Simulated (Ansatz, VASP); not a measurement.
**Two plane-wave programs on CsLi3O2**

```
Cs Li O
1.0
     5.41829    0.00000    0.00000
    -2.70914    4.69237    0.00000
     0.00000    0.00000    4.30831
Cs Li O
1 3 2
Direct
  0.00000 0.00000 0.50000
  0.00000 0.00000 0.00000
  0.33333 0.66667 0.00000
  0.66667 0.33333 0.00000
  0.33333 0.66667 0.50000
  0.66667 0.33333 0.50000
```

Alike in both runs: task relaxation of cell and atoms; functional PBE; k mesh 9 × 9 × 10; occupations gaussian, width 0.1 eV; no spin polarisation.

|  | VASP | Ansatz |
| --- | --- | --- |
| version | VASP 6.6.1 | Ansatz 0.2.0 |
| potentials or method | VASP PAW PBE potentials, release 64 (Cs_sv, Li_sv, O), cutoff 600 eV | scalar-relativistic, plane waves, PAW |
| valence electrons in the cell | 30 | 30 |

```tsv
	VASP	Ansatz	Ansatz less VASP
gap on the k mesh at the Fermi level, each at its own relaxed structure (eV)	none	none	-
relaxed volume (Å³/atom)	18.39	18.34	-0.047
relaxed cell length with the largest relative difference (Å)	4.324	4.314	-0.0096
```

A gap of «none» marks a metal or a gap that the smearing closes.

Spin-orbit coupling is off throughout. Noted on VASP's run: the cutoff is short for stress, so the pressure is rough.
